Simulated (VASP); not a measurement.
Wanted: the native input for a VASP 6.6.1 run.

| Property | Result |
| --- | --- |
| Task | single point |
| Functional | PBE |
| Potentials or basis | VASP PAW PBE potentials, release 64 (Ba_sv, Hf_pv, O) |
| Cutoff | 600 eV |
| k mesh | 2 × 2 × 2 |
| Occupations | gaussian, width 0.15 eV |
| Spin | no spin polarisation |
| Dipole correction | no |
| Further INCAR settings | ALGO = Normal; EDIFF = 1e-06; NBANDS = 49 |

The structure of BaHfO3 lies in POSCAR:

```
BaHfO3
1.0
    0.0000000000      4.2113770720      4.2113770720
    4.2113770720      0.0000000000      4.2113770720
    4.2113770720      4.2113770720      0.0000000000
Ba Hf O
2 2 6
Direct
    0.2500000000      0.2500000000      0.2500000000
    0.7500000000      0.7500000000      0.7500000000
    0.0000000000      0.0000000000      0.0000000000
    0.5000000000      0.5000000000      0.5000000000
    0.2500068481      0.7499931519      0.7499931519
    0.7499931519      0.2500068481      0.2500068481
    0.7499931519      0.2500068481      0.7499931519
    0.2500068481      0.7499931519      0.2500068481
    0.7499931519      0.7499931519      0.2500068481
    0.2500068481      0.2500068481      0.7499931519
```

The cell was generated, and may not be a known phase.

These files were run (other wordings do the same):

INCAR

```
SYSTEM = BaHfO3
PREC = Accurate
ENCUT = 600
EDIFF = 1E-6
ISMEAR = 0
SIGMA = 0.15
LREAL = .FALSE.
LASPH = .TRUE.
NELM = 120
ALGO = Normal
ISIF = 2
LWAVE = .FALSE.
LCHARG = .FALSE.
GGA = PE
NBANDS = 49
GGA_COMPAT = .FALSE.
```

KPOINTS

```
regular mesh
0
G
  2 2 2
  0 0 0
```

Potentials or basis: VASP PAW PBE potentials, release 64 (Ba_sv, Hf_pv, O).

The run is started by

```console
$ cat potpaw_PBE.64/Ba_sv/POTCAR potpaw_PBE.64/Hf_pv/POTCAR potpaw_PBE.64/O/POTCAR > POTCAR
$ mpirun -np 1 vasp_std > vasp.out
```

It gave:

```
Pressure               : -0.7 GPa
Band gap on the k mesh : 3.48 eV
```

Caveat: the k points lie up to 0.65 Å⁻¹ apart; spin-orbit coupling is left out, which moves the levels of the heavy elements.

It took 50 s on 1 thread of AMD EPYC 7R43 64-Core Processor (Zen 3) (shared host), peak memory 0.29 GiB.
